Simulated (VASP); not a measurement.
Write the native input for VASP 6.6.1 that does the following.

| Quantity | Value |
| --- | --- |
| Task | single point |
| Functional | r2SCAN |
| Potentials or basis | VASP PAW PBE potentials, release 64 (Zr_sv, B_h) |
| Cutoff | 910 eV |
| k mesh | 10 × 10 × 8 |
| Occupations | fermi-dirac, width 0.05 eV |
| Spin | no spin polarisation |
| Hubbard terms | Zr d U = 4.0 eV |
| Dipole correction | no |
| Further INCAR settings | ALGO = Normal; EDIFF = 1e-06; NBANDS = 16 |

ZrB2:

```
CELL_PARAMETERS angstrom
3.17230 0.00000 0.00000
-1.58615 2.74729 0.00000
0.00000 0.00000 3.59871
ATOMIC_POSITIONS crystal
Zr 0.00000 0.00000 0.00000
B 0.66667 0.33333 0.50000
B 0.33333 0.66667 0.50000
```

The input as run:

POSCAR

```
ZrB2
1.0
    3.1722978026      0.0000000000      0.0000000000
   -1.5861489013      2.7472904854      0.0000000000
    0.0000000000      0.0000000000      3.5987115471
Zr B
1 2
Direct
    0.0000000000      0.0000000000      0.0000000000
    0.6666666667      0.3333333333      0.5000000000
    0.3333333333      0.6666666667      0.5000000000
```

INCAR.step1

```
PREC = Accurate
ENCUT = 910
ISMEAR = -1
SIGMA = 0.05
LREAL = False
LASPH = True
NELM = 200
LMAXMIX = 4
LDAU = True
LDAUTYPE = 2
LDAUL = 2 -1
LDAUU = 4 0
LDAUJ = 0 0
NBANDS = 16
GGA = PE
ALGO = Normal
EDIFF = 1E-5
LWAVE = True
LCHARG = False
GGA_COMPAT = False
```

INCAR.step2

```
PREC = Accurate
ENCUT = 910
EDIFF = 1E-6
ISMEAR = -1
SIGMA = 0.05
LREAL = False
LASPH = True
NELM = 200
ALGO = Normal
ISIF = 2
LWAVE = False
LCHARG = False
LMAXMIX = 4
LDAU = True
LDAUTYPE = 2
LDAUL = 2 -1
LDAUU = 4 0
LDAUJ = 0 0
LDAUPRINT = 1
METAGGA = R2SCAN
LMIXTAU = True
NBANDS = 16
ISTART = 1
GGA_COMPAT = False
```

KPOINTS

```
Automatic mesh
0
Gamma
  10 10 8
```

Potentials or basis: VASP PAW PBE potentials, release 64 (Zr_sv, B_h).

Command:

```console
$ cat potpaw_PBE.64/Zr_sv/POTCAR potpaw_PBE.64/B_h/POTCAR > POTCAR
$ cp INCAR.step1 INCAR
$ mpirun -np 1 vasp_std > vasp.out
$ cp INCAR.step2 INCAR
$ mpirun -np 1 vasp_std > vasp.out
```

It gave:

```
Pressure               : 5.2 GPa
Band gap on the k mesh : zero (bands 9 and 10 overlap by 1.17 eV)
```

Caveat: the cell stands under pressure; the PAW data sets were made with another functional, which shifts forces and pressure a little; U without spin polarisation on a metal has little footing; the U is typed as a test and isn't derived for this compound.

Wall time 2.8 min on 1 thread of Intel(R) Xeon(R) Platinum 8259CL CPU @ 2.50GHz (Skylake/Cascade Lake), on a shared host, peak memory 0.25 GiB.
